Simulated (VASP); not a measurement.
SnSe2, 3 atoms in the cell. The structure is trigonal, space group P-3m1 (No. 164). Conventional cell: a = 3.838 Å, b = 3.838 Å, c = 6.015 Å, α = 90.00°, β = 90.00°, γ = 120.00°. Within 3.6 Å of Sn (site symmetry -3m) lie 6 Se at 2.73 Å. Within 3.6 Å of Se (site symmetry 3m) lie 3 Sn at 2.73 Å and 3 Se at 3.59 Å. 

```yaml
Program: VASP 6.6.1
Task: single point
Functional: PBE
Dispersion: D3(BJ)
Potentials_or_basis: VASP PAW PBE potentials, release 64 (Sn_d, Se)
Cutoff: 520 eV
k_mesh: 9 × 9 × 6
Occupations: gaussian, width 0.02 eV
Spin: no spin polarisation
Dipole_correction: no
Further_INCAR_settings: ALGO = Normal; EDIFF = 1e-06; NBANDS = 20
```

Potentials or basis: VASP PAW PBE potentials, release 64 (Sn_d, Se).

Command:

```console
$ cat potpaw_PBE.64/Sn_d/POTCAR potpaw_PBE.64/Se/POTCAR > POTCAR
$ mpirun -np 1 vasp_std > vasp.out
```

Hardware: 1 thread of Intel(R) Xeon(R) Platinum 8488C (Sapphire Rapids), with other jobs on the host.

Q: How long does it take, and how much memory?

A: It took 62 s on 1 thread of Intel(R) Xeon(R) Platinum 8488C (Sapphire Rapids), with other jobs on the host, peak memory 0.26 GiB. Counts: scf iterations 12, k points 62.
